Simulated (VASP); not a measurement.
BiO5, 6 atoms in the cell. It takes space group P-6m2 (No. 187, hexagonal). Conventional cell: a = 3.440 Å, b = 3.440 Å, c = 10.926 Å, α = 90.00°, β = 90.00°, γ = 120.00°. Within 3.1 Å of Bi (site symmetry -6m2) lie 6 O at 2.35 Å. Within 3.1 Å of O (site symmetry 3m) lie 3 Bi at 2.35 Å and 1 O at 2.52 Å. Within 1.7 Å of O (site symmetry 3m) lie 1 O at 1.26 Å. O (site symmetry -6m2) has 6 O at 2.08 Å within 2.8 Å. 

* Program: VASP 6.6.1
* Task: single point
* Functional: PBE
* Potentials or basis: VASP PAW PBE potentials, release 64 (Bi_d, O)
* Cutoff: 520 eV
* k mesh: 6 × 6 × 2
* Occupations: gaussian, width 0.1 eV
* Spin: no spin polarisation
* Dipole correction: no
* Further INCAR settings: ALGO = Normal; EDIFF = 1e-06; NBANDS = 32

Potentials or basis: VASP PAW PBE potentials, release 64 (Bi_d, O).

Launch:

```bash
$ cat potpaw_PBE.64/Bi_d/POTCAR potpaw_PBE.64/O/POTCAR > POTCAR
$ mpirun -np 1 vasp_std > vasp.out
```

Hardware: 1 thread of Intel(R) Xeon(R) 6975P-C (Granite Rapids) (shared host).

Q: Estimate the wall time of this run.

A: Wall time 30 s on 1 thread of Intel(R) Xeon(R) 6975P-C (Granite Rapids), on a shared host, peak memory 0.25 GiB. Counts: scf iterations 19, k points 14.
